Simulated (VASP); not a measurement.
Set up this calculation in VASP 6.6.1, as the native input.

```
Task                   : electric field gradients
Functional             : LDA
Potentials or basis    : VASP PAW LDA potentials, release 64 (Tl_d, Sn_d)
Cutoff                 : 520 eV
k mesh                 : 9 × 9 × 8
Occupations            : fermi-dirac, width 0.08 eV
Spin                   : no spin polarisation
Dipole correction      : no
Further INCAR settings : ALGO = Normal; EDIFF = 1e-08; NBANDS = 20
```

The structure of TlSn lies in POSCAR:

```
TlSn
1.0
    3.5658761758      0.0000000000      0.0000000000
    0.0000000000      3.5658761758      0.0000000000
    0.0000000000      0.0000000000      4.3158711301
Tl Sn
1 1
Direct
    0.0000000000      0.0000000000      0.0000000000
    0.5000000000      0.5000000000      0.5000000000
```

This cell differs from its parent crystal: volume scaled by 0.96.

The input as run:

INCAR

```
SYSTEM = TlSn
PREC = Accurate
ENCUT = 520
EDIFF = 1E-8
ISMEAR = -1
SIGMA = 0.08
LREAL = .FALSE.
LASPH = .TRUE.
NELM = 80
ALGO = Normal
ISIF = 2
LWAVE = .FALSE.
LCHARG = .FALSE.
GGA = CA
LEFG = .TRUE.
NBANDS = 20
```

KPOINTS

```
Automatic mesh
0
G
  9 9 8
  0 0 0
```

Potentials or basis: VASP PAW LDA potentials, release 64 (Tl_d, Sn_d).

Run with:

```sh
$ cat potpaw_LDA.64/Tl_d/POTCAR potpaw_LDA.64/Sn_d/POTCAR > POTCAR
$ mpirun -np 1 vasp_std > vasp.out
```

Results of the run:

```json
{
 "Pressure": "-1.7 GPa"
}
```

Caveat: without QUAD_EFG the Cq values of the log hold for a quadrupole moment of 1 mb, not for the nuclei.

Run time: 44 s on 1 thread of Intel(R) Xeon(R) Platinum 8488C (Sapphire Rapids), with other jobs on the host, peak memory 0.2 GiB.
